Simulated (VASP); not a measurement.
# Al3BP4 (I-42m) in VASP: further runs, part 2 of 2

VASP 6.6.1. The steps go on from the part before.

### Step 3. Single point, PBE

This run uses another cell than the first one, of 18.27 Å³/atom, 1.012 times its volume.

The input, INCAR:

```
PREC = Accurate
ENCUT = 500
EDIFF = 1E-6
ISMEAR = 0
SIGMA = 0.2
LREAL = False
LASPH = True
NELM = 120
ALGO = Normal
ISIF = 2
LWAVE = False
LCHARG = True
GGA = PE
LELF = True
LVHAR = True
NBANDS = 26
GGA_COMPAT = False
```

The input, KPOINTS:

```
regular mesh
0
Gamma
  4 4 4
```

The input, POSCAR:

```
Al3BP4
1.0
   -2.6430967929      2.6430967929      5.2313989401
    2.6430967929     -2.6430967929      5.2313989401
    2.6430967929      2.6430967929     -5.2313989401
Al B P
3 1 4
Direct
    0.5000000000      0.5000000000      0.0000000000
    0.7500000000      0.2500000000      0.5000000000
    0.2500000000      0.7500000000      0.5000000000
    0.0000000000      0.0000000000      0.0000000000
    0.3321467889      0.8952778051      0.0000000000
    0.8952778051      0.3321467889      0.0000000000
    0.6678532111      0.6678532111      0.5631310162
    0.1047221949      0.1047221949      0.4368689838
```

Potentials or basis: VASP PAW PBE potentials, release 64 (Al, B, P).

On the command line:

```sh
$ cat potpaw_PBE.64/Al/POTCAR potpaw_PBE.64/B/POTCAR potpaw_PBE.64/P/POTCAR > POTCAR
$ mpirun -np 1 vasp_std > vasp.out
```

OUTCAR:

```text
PREC = Accurate
   ENCUT = 500
   EDIFF = 1E-6
   ISMEAR = 0
   LREAL = False
   LASPH = True
   NELM = 120
   ISIF = 2
   GGA = PE

 ion  position               nearest neighbor table
   1  0.500  0.500  0.000-   5 2.42   6 2.42   8 2.42   7 2.42
   2  0.750  0.250  0.500-   6 2.36   7 2.36   8 2.36   5 2.36
   3  0.250  0.750  0.500-   5 2.36   7 2.36   8 2.36   6 2.36
   4  0.000  0.000  0.000-   5 2.02   6 2.02   7 2.02   8 2.02
   5  0.332  0.895  0.000-   4 2.02   2 2.36   3 2.36   1 2.42
   6  0.895  0.332  0.000-   4 2.02   3 2.36   2 2.36   1 2.42
   7  0.668  0.668  0.563-   4 2.02   3 2.36   2 2.36   1 2.42
   8  0.105  0.105  0.437-   4 2.02   3 2.36   2 2.36   1 2.42

  LATTYP: Found a body centered tetragonal cell.
 ALAT       =     5.2861935858
 C/A-ratio  =     1.9792687707

  Lattice vectors:

 A1 = (  -2.6430967929,   2.6430967929,   5.2313989401)
 A2 = (   2.6430967929,  -2.6430967929,   5.2313989401)
 A3 = (   2.6430967929,   2.6430967929,  -5.2313989401)
[... 179 lines left out ...]
 cond. band min:       6.3269461531   @ k =   0.0000   0.0000   0.0000
 fundamental gap:      1.1222821539
 Fermi energy:         5.7777243644

 k-point     1 :       0.0000    0.0000    0.0000
  band No.  band energies     occupation
      1      -7.3626      2.00000
      2      -4.3922      2.00000
      3      -4.2748      2.00000
      4      -4.2748      2.00000
      5      -2.0722      2.00000
      6      -0.0016      2.00000
[... 366 lines left out ...]
     25      11.3488      0.00000
     26      11.3488      0.00000

------------------------ aborting loop because EDIFF is reached ----------------------------------------

  FORCE on cell =-STRESS in cart. coord.  units (eV):
  Direction    XX          YY          ZZ          XY          YZ          ZX
  --------------------------------------------------------------------------------------
  -------------------------------------------------------------------------------------
  Total       -0.1684782     -0.1684782      0.0024717      0.0000000     -0.0000000      0.0000000
  in kB       -1.8465039     -1.8465039      0.0270901      0.0000000     -0.0000000      0.0000000
  external PRESSURE =      -1.2219726 kB  Pullay stress =       0.0000000 kB

 VOLUME and BASIS-vectors are now :
 -----------------------------------------------------------------------------
  energy-cutoff  :      500.00
  volume of cell :      146.19
      direct lattice vectors                 reciprocal lattice vectors
    -2.643096793  2.643096793  5.231398940     0.000000000  0.189172035  0.095576729
     2.643096793 -2.643096793  5.231398940     0.189172035  0.000000000  0.095576729
     2.643096793  2.643096793 -5.231398940     0.189172035  0.189172035  0.000000000

 POSITION                                       TOTAL-FORCE (eV/Angst)
 -----------------------------------------------------------------------------------
      0.00000      0.00000      5.23140         0.000000      0.000000     -0.000000
     -0.00000      2.64310      2.61570         0.000000      0.000000     -0.000000
      2.64310     -0.00000      2.61570        -0.000000     -0.000000     -0.000000
      0.00000      0.00000      0.00000        -0.000000      0.000000     -0.000000
      1.48841     -1.48841      6.42115        -0.017063      0.017063      0.051541
     -1.48841      1.48841      6.42115         0.017063     -0.017063      0.051541
      1.48841      1.48841      4.04165        -0.017063     -0.017063     -0.051541
      1.15469      1.15469     -1.18975         0.017063      0.017063     -0.051541
 -----------------------------------------------------------------------------------
    total drift:                                0.000000      0.000000      0.000000

  FREE ENERGIE OF THE ION-ELECTRON SYSTEM (eV)
  ---------------------------------------------------
  free  energy   TOTEN  =       -43.1467042817 eV

  energy  without entropy=      -43.1467023709  energy(sigma->0) =      -43.14670333
```

stdout:

```text
POSCAR found type information on POSCAR AlB P
 POSCAR found :  3 types and       8 ions
 scaLAPACK will be used
 LDA part: xc-table for (Slater+PW92), standard interpolation
 POSCAR, INCAR and KPOINTS ok, starting setup
 FFT: planning ... GRIDC
 FFT: planning ... GRID_SOFT
 FFT: planning ... GRID
 WAVECAR not read
 entering main loop
```

Run time: 34 s. Hardware: 1 thread of Intel Xeon 6975P-C (Granite Rapids), shared host; peak memory 0.31 GiB.

What came out:

```
Free energy            : -43.1467 eV
Pressure               : -0.1 GPa
Largest force          : 0.057 eV/Å
Band gap on the k mesh : 1.12 eV, direct
```

Forces in eV/Å, atoms in the order of the input:
```
Al   0.000  0.000  0.000
Al   0.000  0.000  0.000
Al   0.000  0.000  0.000
B    0.000  0.000  0.000
P   -0.017  0.017  0.052
P    0.017 -0.017  0.052
P   -0.017 -0.017 -0.052
P    0.017  0.017 -0.052
```

Levels at points of the mesh, in eV from the valence-band top:
```tsv
k point	band 12	band 13	band 14	band 15	band 16	band 17	band 18	band 19	band 20	band 21
(0.00, 0.00, 0.00)	-2.30	-2.30	-0.11	0.00	0.00	1.12	1.84	3.57	3.61	3.61
(0.50, 0.00, 0.00)	-2.12	-1.95	-1.83	-1.22	-0.98	3.02	3.31	3.84	3.85	3.99
(0.50, 0.50, 0.00)	-1.31	-1.20	-0.89	-0.73	-0.58	1.87	3.06	3.10	3.88	4.00
(0.50, 0.50, 0.50)	-2.18	-1.68	-1.68	-1.20	-1.20	1.54	1.54	1.90	2.25	2.48
```

Caveat: the k points lie up to 0.42 Å⁻¹ apart. A k mesh can miss the band edges.
